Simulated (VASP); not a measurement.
# Mg8HO8 (a cell with a defect) in VASP: a series of runs

Runs on Mg8HO8 (a cell with a defect). Level: PBEsol. Tasks: single point.

Program: VASP 6.6.1. These are calculated values, not measurements. Logs are shortened: lines on timing, memory, paths and dates and some standing lists are left out, and cuts for length are marked.

**1. The cell of the first run**

The cell holds a defect, 17 atoms: a = 5.960 Å, b = 5.960 Å, c = 5.960 Å, α = 60.00°, β = 60.00°, γ = 60.00°.

**2. Single point, PBEsol**

File INCAR:

```
SYSTEM = Mg8HO8
PREC = Accurate
ENCUT = 520
EDIFF = 1E-6
ISMEAR = 0
SIGMA = 0.02
LREAL = Auto
LASPH = .TRUE.
NELM = 80
ALGO = Normal
ISIF = 2
LWAVE = .FALSE.
LCHARG = .FALSE.
GGA = PS
NBANDS = 46
NELECT = 64.0
```

File KPOINTS:

```
regular mesh
0
G
  2 2 2
  0 0 0
```

File POSCAR:

```
Mg8HO8
1.0
   -4.2140464022      0.0000000000      4.2140464022
   -4.2140464022     -4.2140464022      0.0000000000
    0.0000000000     -4.2140464022      4.2140464022
Mg O H
8 8 1
Direct
   -0.0081306651      0.4918659650      0.5095437485
   -0.0079624183      0.0048490211      0.5027229883
    0.0014783890      0.5014752564      0.0025766209
   -0.0251944307      0.0315994385     -0.0170749188
    0.5048521770      0.4920343305      0.5027226323
    0.4983726565     -0.0016306180      0.5037494364
    0.5316036622      0.4748014875     -0.0170765799
    0.5025208073      0.0025172955     -0.0058644347
    0.2501326277      0.7501318681      0.2533613535
    0.2522416458      0.2496135305      0.2508090560
    0.2490300058      0.7490263986      0.7675349750
    0.2464794881      0.2519780037      0.7511167885
    0.7496163304      0.7522382759      0.2508092933
    0.7501183419      0.2501160166      0.2478182251
    0.7519808036      0.7464763554      0.7511170258
    0.7488436763      0.2488394526      0.7416161812
    0.2134675118      0.7134610569      0.1327289609
```

Potentials or basis: VASP PAW PBE potentials, release 64 (Mg, O, H).

On the command line:

```
$ cat potpaw_PBE.64/Mg/POTCAR potpaw_PBE.64/O/POTCAR potpaw_PBE.64/H/POTCAR > POTCAR
$ mpirun -np 1 vasp_std > vasp.out
```

OUTCAR:

```text
SYSTEM = Mg8HO8
   PREC = Accurate
   ENCUT = 520
   EDIFF = 1E-6
   ISMEAR = 0
   LREAL = Auto
   LASPH = .TRUE.
   NELM = 80
   ISIF = 2
   GGA = PS
   NELECT = 64.0

 ion  position               nearest neighbor table
   1  0.992  0.492  0.510-  16 2.05  17 2.08  12 2.09  15 2.09  10 2.11  13 2.11   9 2.18   7 2.78
                             4 2.78   2 2.92   5 2.92   3 2.97   6 2.98   6 2.98   3 3.00   5 3.04
   2  0.992  0.005  0.503-  16 2.03  14 2.09  15 2.10   9 2.12  10 2.13  11 2.20   4 2.89   5 2.90
                             1 2.92   8 2.92   6 2.96   3 2.97   3 2.99   6 3.00   8 3.04   1 3.04
   3  0.001  0.501  0.003-  11 2.09  10 2.10  13 2.10  12 2.11  15 2.11  14 2.12   4 2.94   7 2.94
                             1 2.97   5 2.97   2 2.97   8 2.98   8 2.98   2 2.99   5 2.99   1 3.00
   4  0.975  0.032  0.983-  17 1.82  16 1.97  14 2.04  12 2.08  11 2.11  13 2.13   9 2.30   7 2.64
                             1 2.78   8 2.87   2 2.89   3 2.94   6 2.98   6 2.99   3 3.03   2 3.07
   5  0.505  0.492  0.503-  16 2.03  14 2.09  12 2.10   9 2.12  13 2.13  11 2.20   7 2.89   2 2.90
                             1 2.92   8 2.92   6 2.96   3 2.97   3 2.99   6 3.00   8 3.04   1 3.04
   6  0.498  0.998  0.504-  13 2.10  10 2.10  11 2.10  15 2.11  12 2.11  14 2.12   8 2.95   5 2.96
                             2 2.96   4 2.98   7 2.98   1 2.98   1 2.98   7 2.99   4 2.99   2 3.00
   7  0.532  0.475  0.983-  17 1.82  16 1.97  14 2.04  15 2.08  11 2.11  10 2.13   9 2.30   4 2.64
                             1 2.78   8 2.87   5 2.89   3 2.94   6 2.98   6 2.99   3 3.03   5 3.07
   8  0.503  0.003  0.994-  16 2.08  15 2.10  12 2.10  13 2.12  10 2.12   9 2.13   7 2.87   4 2.87
                             2 2.92   5 2.92   6 2.95   3 2.98   3 2.98   6 3.01   5 3.04   2 3.04
   9  0.250  0.750  0.253-  17 0.99   2 2.12   5 2.12   8 2.13   1 2.18   4 2.30   7 2.30
  10  0.252  0.250  0.251-   3 2.10   6 2.10   1 2.11   8 2.12   2 2.13   7 2.13
  11  0.249  0.749  0.768-   3 2.09   6 2.10   7 2.11   4 2.11   2 2.20   5 2.20
  12  0.246  0.252  0.751-   4 2.08   1 2.09   5 2.10   8 2.10   6 2.11   3 2.11
  13  0.750  0.752  0.251-   3 2.10   6 2.10   1 2.11   8 2.12   5 2.13   4 2.13
  14  0.750  0.250  0.248-   4 2.04   7 2.04   5 2.09   2 2.09   3 2.12   6 2.12
  15  0.752  0.746  0.751-   7 2.08   1 2.09   2 2.10   8 2.10   6 2.11   3 2.11
  16  0.749  0.249  0.742-   7 1.97   4 1.97   2 2.03   5 2.03   1 2.05   8 2.08
  17  0.213  0.713  0.133-   9 0.99   7 1.82   4 1.82   1 2.08

  LATTYP: Found a face centered cubic cell.
 ALAT       =     8.4280928044

  Lattice vectors:

 A1 = (  -4.2140464022,   0.0000000000,   4.2140464022)
 A2 = (  -4.2140464022,  -4.2140464022,   0.0000000000)
 A3 = (   0.0000000000,  -4.2140464022,   4.2140464022)

Analysis of symmetry for initial positions (statically):
=====================================================================
 Subroutine PRICEL returns:
 Original cell was already a primitive cell.

 Routine SETGRP: Setting up the symmetry group for a
 face centered cubic supercell.

 Subroutine GETGRP returns: Found  2 space group operations
 (whereof  1 operations were pure point group operations)
 out of a pool of 48 trial point group operations.

The static configuration has the point symmetry C_1 .
 The point group associated with its full space group is C_1h.

Analysis of symmetry for dynamics (positions and initial velocities):
=====================================================================
 Subroutine PRICEL returns:
 Original cell was already a primitive cell.

 Routine SETGRP: Setting up the symmetry group for a
 face centered cubic supercell.

 Subroutine GETGRP returns: Found  2 space group operations
 (whereof  1 operations were pure point group operations)
 out of a pool of 48 trial point group operations.

The dynamic configuration has the point symmetry C_1 .
 The point group associated with its full space group is C_1h.

 Subroutine INISYM returns: Found  2 space group operations
 (whereof  1 operations are pure point group operations),
 and found     1 'primitive' translations

----------------------------------------------------------------------------------------

                                     Primitive cell

  volume of cell :     149.6676

  direct lattice vectors                    reciprocal lattice vectors
    -4.214046402  0.000000000  4.214046402    -0.118650805  0.118650805  0.118650805
    -4.214046402 -4.214046402  0.000000000    -0.118650805 -0.118650805 -0.118650805
     0.000000000 -4.214046402  4.214046402     0.118650805 -0.118650805  0.118650805

  length of vectors
     5.959561574  5.959561574  5.959561574     0.205509223  0.205509223  0.205509223

  position of ions in fractional coordinates (direct lattice)
     0.991869335  0.491865965  0.509543749
     0.992037582  0.004849021  0.502722988
     0.001478389  0.501475256  0.002576621
[... 47 lines left out ...]
    -0.059325403 -0.059325403 -0.059325403     0.000000000  0.500000000  0.000000000
     0.059325403 -0.059325403  0.059325403     0.000000000  0.000000000  0.500000000

  Length of vectors
     0.102754612  0.102754612  0.102754612

  Shift w.r.t. Gamma in fractional coordinates (k-lattice)
     0.000000000  0.000000000  0.000000000

 Subroutine IBZKPT returns following result:
 ===========================================

 Found      6 irreducible k-points:

 Following reciprocal coordinates:
            Coordinates               Weight
  0.000000  0.000000  0.000000      1.000000
  0.500000  0.000000  0.000000      2.000000
  0.000000  0.000000  0.500000      1.000000
  0.500000  0.500000  0.500000      1.000000
  0.500000  0.500000  0.000000      1.000000
  0.000000  0.500000  0.500000      2.000000
   k-points           NKPTS =      6   k-points in BZ     NKDIM =      6   number of bands    NBANDS=     46
   number of dos      NEDOS =    301   number of ions     NIONS =     17
   total plane-waves  NPLWV = 110592
   dimension x,y,z NGX =    48 NGY =   48 NGZ =   48
   dimension x,y,z NGXF=    96 NGYF=   96 NGZF=   96
   ions per type =               8   8   1
   NGX,Y,Z   is equivalent  to a cutoff of  13.39, 13.39, 13.39 a.u.
   NGXF,Y,Z  is equivalent  to a cutoff of  26.78, 26.78, 26.78 a.u.
 SYSTEM =  Mg8HO8
   PREC   = accura    normal or accurate (medium, high low for compatibility)
   ISTART =      0    job   : 0-new  1-cont  2-samecut
   ICHARG =      2    charge: 1-file 2-atom 10-const
   ISPIN  =      1    spin polarized calculation?
   LNONCOLLINEAR =      F non collinear calculations
   LSORBIT =      F    spin-orbit coupling
   LASPH  =      T    aspherical Exc in radial PAW
   ENCUT  =  520.0 eV  38.22 Ry    6.18 a.u.  11.08 11.08 11.08*2*pi/ulx,y,z
   NELM   =     80;   NELMIN=  2; NELMDL= -5     # of ELM steps
   EDIFF  = 0.1E-05   stopping-criterion for ELM
   LREAL  =      T    real-space projection
   EDIFFG = 0.1E-04   stopping-criterion for IOM
   NSW    =      0    number of steps for IOM
   IBRION =     -1    ionic relax: 0-MD 1-quasi-New 2-CG
   NFREE  =      0    steps in history (QN), initial steepest desc. (CG)
   ISIF   =      2    stress and relaxation
   ISYM   =      2    0-nonsym 1-usesym 2-fastsym
   POTIM  = 0.5000    time-step for ionic-motion
   TEBEG  =    0.0;   TEEND  =   0.0 temperature during run
   PSTRESS=    0.0 pullay stress
   NELECT =      64.0000    total number of electrons
   NUPDOWN=      -1.0000    fix difference up-down
   EMIN   =  10.00;   EMAX   =-10.00  energy-range for DOS
   EFERMI =   0.00;   METHOD = LEGACY
   ISMEAR =     0;   SIGMA  =   0.02  broadening in eV -4-tet -1-fermi 0-gaus
   EFERMI_NEDOS =   21; number of points for ismear=-14 and -15
   IALGO  =     38    algorithm
   IMIX   =      4    mixing-type and parameters
     AMIX     =   0.40;   BMIX     =  1.00
     AMIX_MAG =   1.60;   BMIX_MAG =  1.00
  volume/ion in A,a.u.               =       8.80        59.41
  Fermi-wavevector in a.u.,A,eV,Ry     =   1.233367  2.330725 20.697089  1.521193
  Thomas-Fermi vector in A             =   2.368100
   LORBIT       =      0    0 simple, 1 ext, 2 COOP (PROOUT), +10 PAW based schemes
   GGA     = PS    functional components
   LHFCALC =     F    Hartree Fock is set to
   AEXX    =    0.0000 exact exchange contribution
   IVDW    =     0    specifies the selected vdW correction
   LEPSILON=     F    determine dielectric tensor
   LRPA    =     F    only Hartree local field effects (RPA)
 non-spin polarized calculation
 Gauss-broadening in eV      SIGMA  =   0.02
  energy-cutoff  :      520.00
  volume of cell :      149.67
 maximum number of plane-waves:      4044
 NGX is ok and might be reduce to    48
   NGX = 23   NGY = 23   NGZ = 23

 number of electron      64.0000014 magnetization

 Free energy of the ion-electron system (eV)
  ---------------------------------------------------
  ext. energy  EPLUGINS =         0.00000000
  ---------------------------------------------------
  free energy    TOTEN  =      -106.94728430 eV

  energy without entropy =     -106.94728430  energy(sigma->0) =     -106.94728430

 E-fermi :   3.3592     XC(G=0): -11.2781

 val. band max:        3.1971668247   @ k =   0.0000   0.0000   0.0000
 cond. band min:       7.3397994951   @ k =   0.0000   0.0000   0.0000
 fundamental gap:      4.1426326704
 Fermi energy:         3.3592147713

 k-point     1 :       0.0000    0.0000    0.0000
  band No.  band energies     occupation
      1     -16.5567      2.00000
      2     -13.7905      2.00000
      3     -12.8745      2.00000
      4     -12.6110      2.00000
      5     -12.4489      2.00000
      6     -12.4432      2.00000
[... 271 lines left out ...]
     43      14.4260      0.00000
     44      14.5025      0.00000
 [bands above 44 left out]

------------------------ aborting loop because EDIFF is reached ----------------------------------------

  FORCE on cell =-STRESS in cart. coord.  units (eV):
  Direction    XX          YY          ZZ          XY          YZ          ZX
  --------------------------------------------------------------------------------------
  -------------------------------------------------------------------------------------
  Total       -5.6119185     -3.0064401     -3.0064401     -0.9228649      3.5862718      0.9228648
  in kB      -60.0750304    -32.1836428    -32.1836428     -9.8791768     38.3906839      9.8791760
  external PRESSURE =     -41.4807720 kB  Pullay stress =       0.0000000 kB

 VOLUME and BASIS-vectors are now :
 -----------------------------------------------------------------------------
  energy-cutoff  :      520.00
  volume of cell :      149.67
      direct lattice vectors                 reciprocal lattice vectors
    -4.214046402  0.000000000  4.214046402    -0.118650805  0.118650805  0.118650805
    -4.214046402 -4.214046402  0.000000000    -0.118650805 -0.118650805 -0.118650805
     0.000000000 -4.214046402  4.214046402     0.118650805 -0.118650805  0.118650805

 POSITION                                       TOTAL-FORCE (eV/Angst)
 -----------------------------------------------------------------------------------
     -6.25253     -4.21999      6.32702         0.038946     -0.013433      0.013433
     -4.20093     -2.13893      6.29899        -0.006081     -0.013138     -0.002575
     -2.11947     -2.12410      0.01709        -0.004709      0.002414     -0.002414
     -4.24104     -4.27525      8.24997        -0.035721      0.002073     -0.013978
     -4.20093     -4.19195      4.24597        -0.006081      0.002575      0.013138
     -6.30734     -6.33000      4.22299        -0.022887      0.004819     -0.004819
[... 9 lines left out ...]
     -4.20428     -4.17383      6.28087        -0.003859      0.006635     -0.006635
     -3.90612     -3.56588      1.45889         0.236984      0.063351     -0.063351
 -----------------------------------------------------------------------------------
    total drift:                               -0.000224      0.067419      0.076075

  FREE ENERGIE OF THE ION-ELECTRON SYSTEM (eV)
  ---------------------------------------------------
  free  energy   TOTEN  =      -106.9472843029 eV

  energy  without entropy=     -106.9472843029  energy(sigma->0) =     -106.94728430
```

Run time: 63 s. Hardware: 1 thread of Intel Xeon 6975P-C (Granite Rapids), shared host; peak memory 0.32 GiB.

Results:

| Item | Value |
| --- | --- |
| Free energy | -106.9473 eV |
| Largest force | 0.253 eV/Å |

Forces in eV/Å, atoms in the order of the input:
```
Mg   0.039 -0.013  0.013
Mg  -0.006 -0.013 -0.003
Mg  -0.005  0.002 -0.002
Mg  -0.036  0.002 -0.014
Mg  -0.006  0.003  0.013
Mg  -0.023  0.005 -0.005
Mg  -0.036  0.014 -0.002
Mg  -0.031  0.004 -0.004
O   -0.055 -0.083  0.083
O   -0.015 -0.009 -0.003
O   -0.006  0.017 -0.017
O   -0.013  0.003 -0.001
O   -0.015  0.003  0.009
O   -0.013 -0.004  0.004
O   -0.013  0.001 -0.003
O   -0.004  0.007 -0.007
H    0.237  0.063 -0.063
```

Levels at points of the mesh, in eV from the Fermi level:
```tsv
k point	band 28	band 29	band 30	band 31	band 32	band 33	band 34	band 35	band 36	band 37
(0.00, 0.00, 0.00)	-0.60	-0.53	-0.22	-0.18	-0.16	3.98	6.27	7.49	7.59	7.72
(0.50, 0.00, 0.00)	-1.03	-0.52	-0.49	-0.44	-0.43	5.58	6.85	8.21	9.13	9.15
(0.00, 0.00, 0.50)	-0.98	-0.54	-0.47	-0.46	-0.41	6.01	6.81	8.18	9.05	9.26
(0.50, 0.50, 0.50)	-0.97	-0.56	-0.49	-0.45	-0.40	6.30	6.79	8.06	9.18	9.30
(0.50, 0.50, 0.00)	-1.06	-0.67	-0.65	-0.61	-0.52	6.38	7.77	8.51	8.86	9.16
(0.00, 0.50, 0.50)	-0.98	-0.75	-0.72	-0.69	-0.59	6.77	7.66	8.45	9.00	9.14
```

Caveat: the k points lie up to 0.65 Å⁻¹ apart; the cell carries a net charge on a neutralising background, which shifts energy and pressure; the cell is charged against a uniform background, so pressure and absolute levels hang on convention; the PAW data sets were made with another functional, which shifts forces and pressure a little.

**3. Single point, PBEsol**

File INCAR:

```
  PREC = Accurate
  ENCUT = 520
  EDIFF = 1E-6
  ISMEAR = 0
  SIGMA = 0.02
  LREAL = Auto
  LASPH = T
  NELM = 80
  ALGO = Normal
  ISIF = 2
  LWAVE = F
  LCHARG = F
  GGA = PS
  NELECT = 64.0
  NBANDS = 46
```

File KPOINTS:

```
Automatic mesh
0
Gamma
  2 2 2
```

File POSCAR:

```
Mg8HO8
1.0
   -4.2140464022      0.0000000000      4.2140464022
   -4.2140464022     -4.2140464022      0.0000000000
    0.0000000000     -4.2140464022      4.2140464022
Mg O H
8 8 1
Direct
   -0.0025174141      0.4974811143      0.4991733121
   -0.0048479533      0.0079646726      0.4996089979
    0.0016302621      0.5016292651      0.0004907397
   -0.0315981333      0.0251924136     -0.0106686058
    0.5079659301      0.4951506939      0.4996086419
    0.4985247668     -0.0014763720      0.5055296731
    0.5251946203      0.4683993273     -0.0106699110
    0.5081367872      0.0081354111     -0.0067218054
    0.2498676805      0.7498688193      0.2536248769
    0.2535236678      0.2480215926      0.2495735451
    0.2509736246      0.7509719158      0.7655863728
    0.2477623406      0.2503842861      0.7526642323
    0.7480226127      0.7535223149      0.2495736638
    0.7498840066      0.2498833424      0.2480525605
    0.7503850689      0.7477609877      0.7526645882
    0.7511611639      0.2511588386      0.7392994055
    0.2865546282      0.7865500717      0.0596480143
```

Potentials or basis: VASP PAW PBE potentials, release 64 (Mg, O, H).

On the command line:

```
$ cat potpaw_PBE.64/Mg/POTCAR potpaw_PBE.64/O/POTCAR potpaw_PBE.64/H/POTCAR > POTCAR
$ mpirun -np 1 vasp_std > vasp.out
```

It took 55 s on 1 thread of Intel Xeon 6975P-C (Granite Rapids), shared host; peak memory 0.33 GiB.

The run converged. Its results:

```
Free energy   : -106.9473 eV
Largest force : 0.254 eV/Å
```

Forces in eV/Å, atoms in the order of the input:
```
Mg   0.031  0.004 -0.004
Mg   0.006 -0.013 -0.003
Mg   0.023  0.005 -0.005
Mg   0.036  0.002 -0.014
Mg   0.006  0.003  0.013
Mg   0.005  0.002 -0.002
Mg   0.036  0.014 -0.002
Mg  -0.039 -0.013  0.013
O    0.055 -0.083  0.083
O    0.013  0.001 -0.003
O    0.006  0.017 -0.017
O    0.015  0.003  0.009
O    0.013  0.003 -0.001
O    0.013 -0.004  0.004
O    0.015 -0.009 -0.003
O    0.004  0.007 -0.007
H   -0.237  0.063 -0.063
```

Levels at points of the mesh, in eV from the Fermi level:
| k point | band 30 | band 31 | band 32 | band 33 | band 34 | band 35 |
| --- | --- | --- | --- | --- | --- | --- |
| (0.00, 0.00, 0.00) | -0.22 | -0.18 | -0.16 | 3.98 | 6.27 | 7.49 |
| (0.50, 0.00, 0.00) | -0.49 | -0.44 | -0.43 | 5.58 | 6.85 | 8.21 |
| (0.00, 0.00, 0.50) | -0.49 | -0.45 | -0.40 | 6.30 | 6.79 | 8.06 |
| (0.50, 0.50, 0.50) | -0.47 | -0.46 | -0.41 | 6.01 | 6.81 | 8.18 |
| (0.50, 0.50, 0.00) | -0.65 | -0.61 | -0.52 | 6.38 | 7.77 | 8.51 |
| (0.00, 0.50, 0.50) | -0.72 | -0.69 | -0.59 | 6.77 | 7.66 | 8.45 |

Caveat: the k points lie up to 0.65 Å⁻¹ apart; the cell carries a net charge on a neutralising background, which shifts energy and pressure; the cell is charged against a uniform background, so pressure and absolute levels hang on convention; the PAW data sets were made with another functional, which shifts forces and pressure a little.
